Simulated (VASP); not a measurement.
# V (Im-3m) in VASP: a series of runs

Runs on V. Level: PBE. Tasks: single point.

Everything below comes from runs of VASP 6.6.1. Logs are shortened: lines on timing, memory, paths and dates and some standing lists are left out, and cuts for length are marked.

### 1 The cell of the first run

The structure is cubic, space group Im-3m (No. 229). The conventional cell has a = 2.956 Å, b = 2.956 Å, c = 2.956 Å, α = 90.00°, β = 90.00°, γ = 90.00°. V (site symmetry m-3m) has 14 V at 2.56 to 2.96 Å within 3.4 Å.

### 2 Single point, PBE (12.92 Å³/atom)

INCAR

```
SYSTEM = V
PREC = Accurate
ENCUT = 520
EDIFF = 1E-6
ISMEAR = 0
SIGMA = 0.05
LREAL = .False.
LASPH = .True.
NELM = 80
ALGO = Normal
ISIF = 2
LWAVE = .False.
LCHARG = .False.
GGA = PE
NBANDS = 12
```

KPOINTS

```
regular mesh
0
Gamma
  20 20 20
  0 0 0
```

POSCAR

```
V
1.0
   -1.4781339806      1.4781339806      1.4781339806
    1.4781339806     -1.4781339806      1.4781339806
    1.4781339806      1.4781339806     -1.4781339806
V
1
Direct
    0.0000000000      0.0000000000      0.0000000000
```

Potentials or basis: VASP PAW PBE potentials, release 64 (V_sv).

Started as:

```sh
$ cat potpaw_PBE.64/V_sv/POTCAR > POTCAR
$ mpirun -np 1 vasp_std > vasp.out
```

OUTCAR:

```text
SYSTEM = V
   PREC = Accurate
   ENCUT = 520
   EDIFF = 1E-6
   ISMEAR = 0
   LREAL = .False.
   LASPH = .True.
   NELM = 80
   ISIF = 2
   GGA = PE

 ion  position               nearest neighbor table
   1  0.000  0.000  0.000-

  LATTYP: Found a body centered cubic cell.
 ALAT       =     2.9562679612

  Lattice vectors:

 A1 = (  -1.4781339806,   1.4781339806,   1.4781339806)
 A2 = (   1.4781339806,  -1.4781339806,   1.4781339806)
 A3 = (   1.4781339806,   1.4781339806,  -1.4781339806)

Analysis of symmetry for initial positions (statically):
=====================================================================
 Subroutine PRICEL returns:
 Original cell was already a primitive cell.

 Routine SETGRP: Setting up the symmetry group for a
 body centered cubic supercell.

 Subroutine GETGRP returns: Found 48 space group operations
 (whereof 48 operations were pure point group operations)
 out of a pool of 48 trial point group operations.

The static configuration has the point symmetry O_h .

Analysis of symmetry for dynamics (positions and initial velocities):
=====================================================================
 Subroutine PRICEL returns:
 Original cell was already a primitive cell.

 Routine SETGRP: Setting up the symmetry group for a
 body centered cubic supercell.

 Subroutine GETGRP returns: Found 48 space group operations
 (whereof 48 operations were pure point group operations)
 out of a pool of 48 trial point group operations.

The dynamic configuration has the point symmetry O_h .

 Subroutine INISYM returns: Found 48 space group operations
 (whereof 48 operations are pure point group operations),
 and found     1 'primitive' translations

----------------------------------------------------------------------------------------

                                     Primitive cell

  volume of cell :      12.9182

  direct lattice vectors                    reciprocal lattice vectors
    -1.478133981  1.478133981  1.478133981     0.000000000  0.338264330  0.338264330
     1.478133981 -1.478133981  1.478133981     0.338264330  0.000000000  0.338264330
     1.478133981  1.478133981 -1.478133981     0.338264330  0.338264330  0.000000000

  length of vectors
     2.560203155  2.560203155  2.560203155     0.478378003  0.478378003  0.478378003

  position of ions in fractional coordinates (direct lattice)
     0.000000000  0.000000000  0.000000000

  ion indices of the primitive-cell ions
   primitive index   ion index
                 1           1

----------------------------------------------------------------------------------------

 KPOINTS: regular mesh

Automatic generation of k-mesh.
 Grid dimensions read from file:
 generate k-points for:   20   20   20

 Generating k-lattice:

  Cartesian coordinates                     Fractional coordinates (reciprocal lattice)
     0.000000000  0.016913216  0.016913216     0.050000000  0.000000000  0.000000000
     0.016913216  0.000000000  0.016913216     0.000000000  0.050000000  0.000000000
     0.016913216  0.016913216  0.000000000     0.000000000  0.000000000  0.050000000

  Length of vectors
     0.023918900  0.023918900  0.023918900

  Shift w.r.t. Gamma in fractional coordinates (k-lattice)
     0.000000000  0.000000000  0.000000000

 Subroutine IBZKPT returns following result:
 ===========================================

 Found    256 irreducible k-points:

 Following reciprocal coordinates:
            Coordinates               Weight
  0.000000  0.000000  0.000000      1.000000
  0.050000  0.000000  0.000000     12.000000
  0.100000  0.000000  0.000000     12.000000
  0.150000  0.000000  0.000000     12.000000
  0.200000  0.000000  0.000000     12.000000
  0.250000  0.000000  0.000000     12.000000
[... 16 lines left out ...]
  0.200000  0.100000  0.000000     48.000000
  0.250000  0.100000  0.000000     48.000000
 [... further k-points ...]
   k-points           NKPTS =    256   k-points in BZ     NKDIM =    256   number of bands    NBANDS=     12
   number of dos      NEDOS =    301   number of ions     NIONS =      1
   total plane-waves  NPLWV =   8000
   dimension x,y,z NGX =    20 NGY =   20 NGZ =   20
   dimension x,y,z NGXF=    40 NGYF=   40 NGZF=   40
   ions per type =               1
   NGX,Y,Z   is equivalent  to a cutoff of  12.99, 12.99, 12.99 a.u.
   NGXF,Y,Z  is equivalent  to a cutoff of  25.97, 25.97, 25.97 a.u.
 SYSTEM =  V
   PREC   = accura    normal or accurate (medium, high low for compatibility)
   ISTART =      0    job   : 0-new  1-cont  2-samecut
   ICHARG =      2    charge: 1-file 2-atom 10-const
   ISPIN  =      1    spin polarized calculation?
   LNONCOLLINEAR =      F non collinear calculations
   LSORBIT =      F    spin-orbit coupling
   LASPH  =      T    aspherical Exc in radial PAW
   ENCUT  =  520.0 eV  38.22 Ry    6.18 a.u.   4.76  4.76  4.76*2*pi/ulx,y,z
   NELM   =     80;   NELMIN=  2; NELMDL= -5     # of ELM steps
   EDIFF  = 0.1E-05   stopping-criterion for ELM
   LREAL  =      F    real-space projection
   EDIFFG = 0.1E-04   stopping-criterion for IOM
   NSW    =      0    number of steps for IOM
   IBRION =     -1    ionic relax: 0-MD 1-quasi-New 2-CG
   NFREE  =      0    steps in history (QN), initial steepest desc. (CG)
   ISIF   =      2    stress and relaxation
   ISYM   =      2    0-nonsym 1-usesym 2-fastsym
   POTIM  = 0.5000    time-step for ionic-motion
   TEBEG  =    0.0;   TEEND  =   0.0 temperature during run
   PSTRESS=    0.0 pullay stress
   NELECT =      13.0000    total number of electrons
   NUPDOWN=      -1.0000    fix difference up-down
   EMIN   =  10.00;   EMAX   =-10.00  energy-range for DOS
   EFERMI =   0.00;   METHOD = LEGACY
   ISMEAR =     0;   SIGMA  =   0.05  broadening in eV -4-tet -1-fermi 0-gaus
   EFERMI_NEDOS =   21; number of points for ismear=-14 and -15
   IALGO  =     38    algorithm
   IMIX   =      4    mixing-type and parameters
     AMIX     =   0.40;   BMIX     =  1.00
     AMIX_MAG =   1.60;   BMIX_MAG =  1.00
  volume/ion in A,a.u.               =      12.92        87.18
  Fermi-wavevector in a.u.,A,eV,Ry     =   1.640548  3.100185 36.618668  2.691396
  Thomas-Fermi vector in A             =   2.731167
   LORBIT       =      0    0 simple, 1 ext, 2 COOP (PROOUT), +10 PAW based schemes
   GGA     = PE    functional components
   LHFCALC =     F    Hartree Fock is set to
   AEXX    =    0.0000 exact exchange contribution
   IVDW    =     0    specifies the selected vdW correction
   LEPSILON=     F    determine dielectric tensor
   LRPA    =     F    only Hartree local field effects (RPA)
 non-spin polarized calculation
 Gauss-broadening in eV      SIGMA  =   0.05
  energy-cutoff  :      520.00
  volume of cell :       12.92
 maximum number of plane-waves:       370
   NGX =  9   NGY =  9   NGZ =  9

 number of electron      13.0000003 magnetization

 Free energy of the ion-electron system (eV)
  ---------------------------------------------------
  ext. energy  EPLUGINS =         0.00000000
  ---------------------------------------------------
  free energy    TOTEN  =        -8.97913352 eV

  energy without entropy =       -8.97675298  energy(sigma->0) =       -8.97794325

 E-fermi :  10.2262     XC(G=0): -13.1334

 val. band max:       10.2213194928   @ k =  -0.2000   0.2500   0.0500
 cond. band min:      10.2325402739   @ k =   0.3000   0.0000   0.0000
 fundamental gap:      0.0112207811
 Fermi energy:        10.2261962623

 k-point     1 :       0.0000    0.0000    0.0000
  band No.  band energies     occupation
      1     -53.4395      2.00000
      2     -26.6677      2.00000
      3     -26.6677      2.00000
      4     -26.6677      2.00000
      5       3.5644      2.00000
      6      10.6543      0.00000
      7      10.6543      0.00000
      8      10.6543      0.00000
      9      12.7713      0.00000
     10      12.7713      0.00000
     11      31.0541      0.00000
     12      31.0541      0.00000

 k-point     2 :       0.0500    0.0000    0.0000
  band No.  band energies     occupation
      1     -53.4338      2.00000
      2     -26.6940      2.00000
      3     -26.6756      2.00000
      4     -26.6679      2.00000
      5       3.6699      2.00000
      6      10.6081      0.00000
      7      10.6451      0.00000
      8      10.7306      0.00000
      9      12.7164      0.00000
     10      12.7741      0.00000
     11      30.8939      0.00000
     12      31.0484      0.00000

 k-point     3 :       0.1000    0.0000    0.0000
  band No.  band energies     occupation
      1     -53.4175      2.00000
      2     -26.7700      2.00000
      3     -26.6986      2.00000
      4     -26.6685      2.00000
      5       3.9788      2.00000
      6      10.4762      0.00000
      7      10.6052      0.00000
      8      10.9559      0.00000
      9      12.5827      0.00000
     10      12.7840      0.00000
     11      30.4005      0.00000
     12      30.9638      0.00000
[... 286 lines left out ...]
 k-point    23 :       0.2000    0.1000    0.0000
  band No.  band energies     occupation
      1     -53.3128      2.00000
      2     -27.2215      2.00000
      3     -26.8320      2.00000
      4     -26.7046      2.00000
      5       6.0244      2.00000
      6       9.7687      2.00000
      7       9.9793      2.00000
      8      12.2707      0.00000
      9      12.6829      0.00000
     10      13.0361      0.00000
     11      26.9473      0.00000
     12      28.5537      0.00000

 k-point    24 :       0.2500    0.1000    0.0000
  band No.  band energies     occupation
      1     -53.2784      2.00000
      2     -27.3593      2.00000
      3     -26.8885      2.00000
      4     -26.7076      2.00000
      5       6.6273      2.00000
      6       9.5286      2.00000
      7       9.9516      2.00000
      8      12.3754      0.00000
      9      13.0817      0.00000
     10      13.3650      0.00000
     11      25.3845      0.00000
     12      27.7693      0.00000

 [... further k-points ...]

------------------------ aborting loop because EDIFF is reached ----------------------------------------

  FORCE on cell =-STRESS in cart. coord.  units (eV):
  Direction    XX          YY          ZZ          XY          YZ          ZX
  --------------------------------------------------------------------------------------
  -------------------------------------------------------------------------------------
  Total        0.6727019      0.6727019      0.6727019      0.0000000      0.0000000     -0.0000000
  in kB       83.4318499     83.4318499     83.4318499      0.0000000      0.0000000     -0.0000000
  external PRESSURE =      83.4318499 kB  Pullay stress =       0.0000000 kB

 VOLUME and BASIS-vectors are now :
 -----------------------------------------------------------------------------
  energy-cutoff  :      520.00
  volume of cell :       12.92
      direct lattice vectors                 reciprocal lattice vectors
    -1.478133981  1.478133981  1.478133981     0.000000000  0.338264330  0.338264330
     1.478133981 -1.478133981  1.478133981     0.338264330  0.000000000  0.338264330
     1.478133981  1.478133981 -1.478133981     0.338264330  0.338264330  0.000000000

 POSITION                                       TOTAL-FORCE (eV/Angst)
 -----------------------------------------------------------------------------------
      0.00000      0.00000      0.00000        -0.000000      0.000000     -0.000000
 -----------------------------------------------------------------------------------
    total drift:                                0.000000     -0.000000      0.000000

  FREE ENERGIE OF THE ION-ELECTRON SYSTEM (eV)
  ---------------------------------------------------
  free  energy   TOTEN  =        -8.9791335211 eV

  energy  without entropy=       -8.9767529785  energy(sigma->0) =       -8.97794325
```

Run time: 37 s. Hardware: 1 thread of Intel Xeon 8259CL, shared host; peak memory 0.15 GiB.

Results:

```yaml
Free_energy: -8.9791 eV
Pressure: 8.3 GPa
Band_gap_on_the_k_mesh: zero (an odd number of electrons rules out a gap without spin polarisation)
```

Caveat: the cell stands under pressure.

### 3 Single point, PBE (13.19 Å³/atom)

This run uses another cell than the first one, of 13.19 Å³/atom.

INCAR

```
SYSTEM = V
PREC = Accurate
ENCUT = 520
EDIFF = 1E-7
ISMEAR = 0
SIGMA = 0.05
LREAL = .FALSE.
LASPH = .TRUE.
NELM = 60
ALGO = Fast
ISIF = 2
LWAVE = .FALSE.
LCHARG = .TRUE.
GGA = PE
LELF = .TRUE.
LVHAR = .TRUE.
NBANDS = 12
```

KPOINTS

```
Automatic mesh
0
G
  20 20 20
  0 0 0
```

POSCAR

```
V
1.0
   -1.4883283302      1.4883283302      1.4883283302
    1.4883283302     -1.4883283302      1.4883283302
    1.4883283302      1.4883283302     -1.4883283302
V
1
Direct
    0.0000000000      0.0000000000      0.0000000000
```

Potentials or basis: VASP PAW PBE potentials, release 64 (V_sv).

Started as:

```sh
$ cat potpaw_PBE.64/V_sv/POTCAR > POTCAR
$ mpirun -np 1 vasp_std > vasp.out
```

It took 60 s on 1 thread of Intel Xeon 8259CL, shared host; peak memory 0.15 GiB.

Results (log left out):

```yaml
Free_energy: -8.9896 eV
Pressure: 4.2 GPa
Band_gap_on_the_k_mesh: zero (an odd number of electrons rules out a gap without spin polarisation)
```

Levels at points of the mesh, in eV from the Fermi level:
```tsv
k point	band 2	band 3	band 4	band 5	band 6	band 7	band 8	band 9	band 10	band 11
(0.00, 0.00, 0.00)	-36.95	-36.95	-36.95	-6.62	0.42	0.42	0.42	2.49	2.49	20.67
(0.50, 0.00, 0.00)	-37.92	-37.25	-36.96	-3.24	-1.16	1.73	2.49	2.86	4.23	10.45
(0.50, 0.50, 0.50)	-37.61	-37.61	-37.61	-3.08	-3.08	3.83	3.83	3.83	10.42	10.42
```

Caveat: the cell stands under pressure.
